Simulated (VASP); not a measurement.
# Hf2Sb3Ru (P-4m2) in VASP: single point with PBE

Aim: the single point of Hf2Sb3Ru with PBE.

Everything below comes from runs of VASP 6.6.1. Logs are shortened: lines on timing, memory, paths and dates and some standing lists are left out, and cuts for length are marked.

### Step 1. The cell of the first run

The structure is tetragonal, space group P-4m2 (No. 115). The conventional cell has a = 3.888 Å, b = 3.888 Å, c = 8.522 Å, α = 90.00°, β = 90.00°, γ = 90.00°. Within 3.6 Å of Sb (site symmetry -4m2) lie 4 Ru at 2.75 Å and 4 Hf at 2.99 Å. Sb (site symmetry 2mm) has 5 Hf at 2.92 to 3.00 Å and 10 Sb at 3.41 to 3.89 Å and 2 Ru at 3.79 Å within 3.9 Å. Within 3.6 Å of Ru (site symmetry -4m2) lie 4 Sb at 2.75 Å and 4 Hf at 2.99 Å. Hf (site symmetry 2mm) has 7 Sb at 2.92 to 3.00 Å and 2 Ru at 2.99 Å and 4 Hf at 3.89 Å within 3.9 Å.

### Step 2. Single point, PBE

Input file POSCAR:

```
Hf2Sb3Ru
1.0
    3.8883150000      0.0000000000      0.0000000000
    0.0000000000      3.8883150000      0.0000000000
    0.0000000000      0.0000000000      8.5217520000
Sb Ru Hf
3 1 2
Direct
    0.5000000000      0.5000000000      0.0000000000
    0.0000000000      0.5000000000      0.3820000000
    0.5000000000      0.0000000000      0.6180000000
    0.0000000000      0.0000000000      0.0000000000
    0.0000000000      0.5000000000      0.7340000000
    0.5000000000      0.0000000000      0.2660000000
```

Input file INCAR.step1:

```
ALGO = Normal
EDIFF = 1E-6
ENCUT = 520
GGA = PE
ISIF = 2
ISMEAR = -1
LASPH = True
LCHARG = True
LMAXMIX = 4
LREAL = False
LWAVE = False
NBANDS = 34
NELM = 100
PREC = Accurate
SIGMA = 0.1
```

Input file KPOINTS.step1:

```
k-points
0
Gamma
  9 9 4
```

Input file INCAR.step2:

```
ALGO = Normal
EDIFF = 1E-6
ENCUT = 520
GGA = PE
ICHARG = 11
ISIF = 2
ISMEAR = -5
LASPH = True
LCHARG = False
LMAXMIX = 4
LORBIT = 11
LREAL = False
LWAVE = False
NBANDS = 34
NEDOS = 2001
NELM = 100
PREC = Accurate
SIGMA = 0.1
```

Input file KPOINTS.step2:

```
k-points
0
Gamma
  14 14 6
```

Potentials or basis: VASP PAW PBE potentials, release 64 (Sb, Ru_pv, Hf_pv).

Started as:

```
$ cat potpaw_PBE.64/Sb/POTCAR potpaw_PBE.64/Ru_pv/POTCAR potpaw_PBE.64/Hf_pv/POTCAR > POTCAR
$ cp INCAR.step1 INCAR
$ cp KPOINTS.step1 KPOINTS
$ mpirun -np 1 vasp_std > vasp.out
$ cp INCAR.step2 INCAR
$ cp KPOINTS.step2 KPOINTS
$ mpirun -np 1 vasp_std > vasp.out
```

OUTCAR:

```text
EDIFF = 1E-6
   ENCUT = 520
   GGA = PE
   ICHARG = 11
   ISIF = 2
   ISMEAR = -5
   LASPH = True
   LORBIT = 11
   LREAL = False
   NELM = 100
   PREC = Accurate

 ion  position               nearest neighbor table
   1  0.500  0.500  0.000-   4 2.75   4 2.75   4 2.75   4 2.75   6 2.99   6 2.99   5 2.99   5 2.99

   2  0.000  0.500  0.382-   6 2.92   6 2.92   6 2.92   6 2.92   5 3.00   3 3.41   3 3.41   3 3.41
                             3 3.41
   3  0.500  0.000  0.618-   5 2.92   5 2.92   5 2.92   5 2.92   6 3.00   2 3.41   2 3.41   2 3.41
                             2 3.41
   4  0.000  0.000  0.000-   1 2.75   1 2.75   1 2.75   1 2.75   5 2.99   6 2.99   6 2.99   5 2.99

   5  0.000  0.500  0.734-   3 2.92   3 2.92   3 2.92   3 2.92   4 2.99   1 2.99   4 2.99   1 2.99
                             2 3.00
   6  0.500  0.000  0.266-   2 2.92   2 2.92   2 2.92   2 2.92   1 2.99   4 2.99   4 2.99   1 2.99
                             3 3.00

  LATTYP: Found a simple tetragonal cell.
 ALAT       =     3.8883150000
 C/A-ratio  =     2.1916310793

  Lattice vectors:

 A1 = (   3.8883150000,   0.0000000000,   0.0000000000)
 A2 = (   0.0000000000,   3.8883150000,   0.0000000000)
 A3 = (   0.0000000000,   0.0000000000,   8.5217520000)

Analysis of symmetry for initial positions (statically):
=====================================================================
 Subroutine PRICEL returns:
 Original cell was already a primitive cell.

 Routine SETGRP: Setting up the symmetry group for a
 simple tetragonal supercell.

 Subroutine GETGRP returns: Found  8 space group operations
 (whereof  8 operations were pure point group operations)
 out of a pool of 16 trial point group operations.

The static configuration has the point symmetry D_2d.

Analysis of symmetry for dynamics (positions and initial velocities):
=====================================================================
 Subroutine PRICEL returns:
 Original cell was already a primitive cell.

 Routine SETGRP: Setting up the symmetry group for a
 simple tetragonal supercell.

 Subroutine GETGRP returns: Found  8 space group operations
 (whereof  8 operations were pure point group operations)
 out of a pool of 16 trial point group operations.

The dynamic configuration has the point symmetry D_2d.

 Subroutine INISYM returns: Found  8 space group operations
 (whereof  8 operations are pure point group operations),
 and found     1 'primitive' translations

----------------------------------------------------------------------------------------

                                     Primitive cell

  volume of cell :     128.8403

  direct lattice vectors                    reciprocal lattice vectors
     3.888315000  0.000000000  0.000000000     0.257180810  0.000000000  0.000000000
     0.000000000  3.888315000  0.000000000     0.000000000  0.257180810  0.000000000
     0.000000000  0.000000000  8.521752000     0.000000000  0.000000000  0.117346762

  length of vectors
     3.888315000  3.888315000  8.521752000     0.257180810  0.257180810  0.117346762

  position of ions in fractional coordinates (direct lattice)
     0.500000000  0.500000000  0.000000000
     0.000000000  0.500000000  0.382000000
     0.500000000  0.000000000  0.618000000
     0.000000000  0.000000000  0.000000000
     0.000000000  0.500000000  0.734000000
     0.500000000  0.000000000  0.266000000

  ion indices of the primitive-cell ions
   primitive index   ion index
                 1           1
                 2           2
                 3           3
                 4           4
                 5           5
                 6           6

----------------------------------------------------------------------------------------

 KPOINTS: k-points

Automatic generation of k-mesh.
 Grid dimensions read from file:
 generate k-points for:   14   14    6

 Generating k-lattice:

  Cartesian coordinates                     Fractional coordinates (reciprocal lattice)
     0.018370058  0.000000000  0.000000000     0.071428571  0.000000000  0.000000000
     0.000000000  0.018370058  0.000000000     0.000000000  0.071428571  0.000000000
     0.000000000  0.000000000  0.019557794     0.000000000  0.000000000  0.166666667

  Length of vectors
     0.018370058  0.018370058  0.019557794

  Shift w.r.t. Gamma in fractional coordinates (k-lattice)
     0.000000000  0.000000000  0.000000000

 TETIRR: Found   1764 inequivalent tetrahedra from     7056

 Subroutine IBZKPT returns following result:
 ===========================================

 Found    144 irreducible k-points:

 Following reciprocal coordinates:
            Coordinates               Weight
  0.000000  0.000000  0.000000      1.000000
  0.071429  0.000000  0.000000      4.000000
  0.142857  0.000000  0.000000      4.000000
  0.214286  0.000000  0.000000      4.000000
  0.285714  0.000000  0.000000      4.000000
  0.357143  0.000000  0.000000      4.000000
[... 16 lines left out ...]
  0.285714  0.214286  0.000000      8.000000
  0.357143  0.214286  0.000000      8.000000
 [... further k-points ...]
   k-points           NKPTS =    144   k-points in BZ     NKDIM =    144   number of bands    NBANDS=     34
   number of dos      NEDOS =   2001   number of ions     NIONS =      6
   total plane-waves  NPLWV =  57600
   dimension x,y,z NGX =    30 NGY =   30 NGZ =   64
   dimension x,y,z NGXF=    60 NGYF=   60 NGZF=  128
   ions per type =               3   1   2
   NGX,Y,Z   is equivalent  to a cutoff of  12.83, 12.83, 12.49 a.u.
   NGXF,Y,Z  is equivalent  to a cutoff of  25.65, 25.65, 24.97 a.u.
 SYSTEM =  unknown system
   PREC   = accura    normal or accurate (medium, high low for compatibility)
   ISTART =      0    job   : 0-new  1-cont  2-samecut
   ICHARG =     11    charge: 1-file 2-atom 10-const
   ISPIN  =      1    spin polarized calculation?
   LNONCOLLINEAR =      F non collinear calculations
   LSORBIT =      F    spin-orbit coupling
   LASPH  =      T    aspherical Exc in radial PAW
   ENCUT  =  520.0 eV  38.22 Ry    6.18 a.u.   7.23  7.23 15.84*2*pi/ulx,y,z
   NELM   =    100;   NELMIN=  2; NELMDL=  0     # of ELM steps
   EDIFF  = 0.1E-05   stopping-criterion for ELM
   LREAL  =      F    real-space projection
   EDIFFG = 0.1E-04   stopping-criterion for IOM
   NSW    =      0    number of steps for IOM
   IBRION =     -1    ionic relax: 0-MD 1-quasi-New 2-CG
   NFREE  =      0    steps in history (QN), initial steepest desc. (CG)
   ISIF   =      2    stress and relaxation
   ISYM   =      2    0-nonsym 1-usesym 2-fastsym
   POTIM  = 0.5000    time-step for ionic-motion
   TEBEG  =    0.0;   TEEND  =   0.0 temperature during run
   PSTRESS=    0.0 pullay stress
   NELECT =      49.0000    total number of electrons
   NUPDOWN=      -1.0000    fix difference up-down
   EMIN   =  10.00;   EMAX   =-10.00  energy-range for DOS
   EFERMI =   0.00;   METHOD = LEGACY
   ISMEAR =    -5;   SIGMA  =   0.10  broadening in eV -4-tet -1-fermi 0-gaus
   EFERMI_NEDOS =   21; number of points for ismear=-14 and -15
   IALGO  =     38    algorithm
   IMIX   =      4    mixing-type and parameters
     AMIX     =   0.40;   BMIX     =  1.00
     AMIX_MAG =   1.60;   BMIX_MAG =  1.00
  volume/ion in A,a.u.               =      21.47       144.91
  Fermi-wavevector in a.u.,A,eV,Ry     =   1.186104  2.241412 19.141271  1.406844
  Thomas-Fermi vector in A             =   2.322284
   LORBIT       =     11    0 simple, 1 ext, 2 COOP (PROOUT), +10 PAW based schemes
   GGA     = PE    functional components
   LHFCALC =     F    Hartree Fock is set to
   AEXX    =    0.0000 exact exchange contribution
   IVDW    =     0    specifies the selected vdW correction
   LEPSILON=     F    determine dielectric tensor
   LRPA    =     F    only Hartree local field effects (RPA)
 non-spin polarized calculation
 Fermi weights with tetrahedron method with Bloechl corrections
  energy-cutoff  :      520.00
  volume of cell :      128.84
 maximum number of plane-waves:      3504
 NGX is ok and might be reduce to    30

 number of electron      48.9999999 magnetization

 Free energy of the ion-electron system (eV)
  ---------------------------------------------------
  ext. energy  EPLUGINS =         0.00000000
  ---------------------------------------------------
  free energy    TOTEN  =       -43.08353123 eV

  energy without entropy =      -43.08353123  energy(sigma->0) =      -43.08353123

 E-fermi :   8.2904     XC(G=0): -11.2822

 val. band max:        8.3126805627   @ k =   0.4286   0.0000   0.0000
 cond. band min:       8.1433105611   @ k =   0.2857   0.2857   0.5000
 fundamental gap:     -0.1693700016
 Fermi energy:         8.2903681527

 k-point     1 :       0.0000    0.0000    0.0000
  band No.  band energies     occupation
      1     -33.7394      2.00000
      2     -33.7394      2.00000
      3     -33.4817      2.00000
      4     -22.5683      2.00000
      5     -22.5505      2.00000
      6     -22.5390      2.00000
[... 26 lines left out ...]
     33      11.8584      0.00000
     34      11.8584      0.00000

 k-point     2 :       0.0714    0.0000    0.0000
  band No.  band energies     occupation
      1     -33.7399      2.00000
      2     -33.7392      2.00000
      3     -33.4816      2.00000
      4     -22.5678      2.00000
      5     -22.5504      2.00000
      6     -22.5422      2.00000
[... 26 lines left out ...]
     33      11.9371      0.00000
     34      12.0282      0.00000
[... 775 lines left out ...]
     33      12.1242      0.00000
     34      12.5611      0.00000

 k-point    24 :       0.3571    0.2143    0.0000
  band No.  band energies     occupation
      1     -33.7475      2.00000
      2     -33.7412      2.00000
      3     -33.4808      2.00000
      4     -22.5867      2.00000
      5     -22.5568      2.00000
      6     -22.5540      2.00000
[... 26 lines left out ...]
     33      12.3167      0.00000
     34      12.8380      0.00000

 [... further k-points ...]

------------------------ aborting loop because EDIFF is reached ----------------------------------------

  FORCE on cell =-STRESS in cart. coord.  units (eV):
  Direction    XX          YY          ZZ          XY          YZ          ZX
  --------------------------------------------------------------------------------------
  -------------------------------------------------------------------------------------
  Total        1.7621849      1.7621849      1.6792490      0.0000000      0.0000000      0.0000000
  in kB       21.9134267     21.9134267     20.8820874      0.0000000      0.0000000      0.0000000
  external PRESSURE =      21.5696470 kB  Pullay stress =       0.0000000 kB

 VOLUME and BASIS-vectors are now :
 -----------------------------------------------------------------------------
  energy-cutoff  :      520.00
  volume of cell :      128.84
      direct lattice vectors                 reciprocal lattice vectors
     3.888315000  0.000000000  0.000000000     0.257180810  0.000000000  0.000000000
     0.000000000  3.888315000  0.000000000     0.000000000  0.257180810  0.000000000
     0.000000000  0.000000000  8.521752000     0.000000000  0.000000000  0.117346762

 POSITION                                       TOTAL-FORCE (eV/Angst)
 -----------------------------------------------------------------------------------
      1.94416      1.94416      0.00000        -0.000000     -0.000000      0.000000
      0.00000      1.94416      3.25531        -0.000000      0.000000     -0.130581
      1.94416      0.00000      5.26644        -0.000000     -0.000000      0.130581
      0.00000      0.00000      0.00000         0.000000      0.000000      0.000000
      0.00000      1.94416      6.25497        -0.000000      0.000000      1.245829
      1.94416      0.00000      2.26679        -0.000000      0.000000     -1.245829
 -----------------------------------------------------------------------------------
    total drift:                               -0.000000     -0.000000      0.000000

  FREE ENERGIE OF THE ION-ELECTRON SYSTEM (eV)
  ---------------------------------------------------
  free  energy   TOTEN  =       -43.0835312318 eV

  energy  without entropy=      -43.0835312318  energy(sigma->0) =      -43.08353123

 total charge

# of ion       s       p       d       tot
------------------------------------------
    1        1.098   1.342   0.072   2.512
    2        1.136   1.348   0.045   2.529
    3        1.136   1.348   0.045   2.529
    4        0.334   6.133   6.177  12.643
    5        0.297   6.372   1.611   8.280
    6        0.297   6.372   1.611   8.280
--------------------------------------------------
tot          4.297  22.915   9.562  36.773
```

Run time: 13 min. Hardware: 1 thread of Intel Xeon 8259CL, shared host; peak memory 0.68 GiB.

What came out:

- Valence electrons inside the program's atomic spheres: Sb 2.51, 2.53 (each value once); Ru 12.64; Hf 8.28

Levels at points of the mesh, in eV from the Fermi level:
| k point | band 23 | band 24 | band 25 | band 26 | band 27 | band 28 |
| --- | --- | --- | --- | --- | --- | --- |
| (0.00, 0.00, 0.00) | -0.93 | -0.84 | 0.08 | 1.08 | 1.08 | 1.10 |
| (0.50, 0.00, 0.00) | -0.80 | -0.05 | 0.36 | 1.39 | 1.60 | 1.89 |
| (0.50, 0.50, 0.00) | -0.70 | -0.70 | -0.67 | -0.19 | 0.27 | 0.85 |
| (0.00, 0.00, 0.50) | -1.02 | -0.59 | -0.29 | 0.34 | 1.14 | 1.14 |
| (0.50, 0.00, 0.50) | -1.11 | -0.84 | 0.68 | 0.98 | 1.47 | 2.45 |
| (0.50, 0.50, 0.50) | -0.99 | -0.99 | -0.70 | -0.18 | 0.30 | 0.82 |

Caveat: spin-orbit coupling is left out, which moves the levels of the heavy elements; tetrahedron occupations give inexact forces and stress in metals.
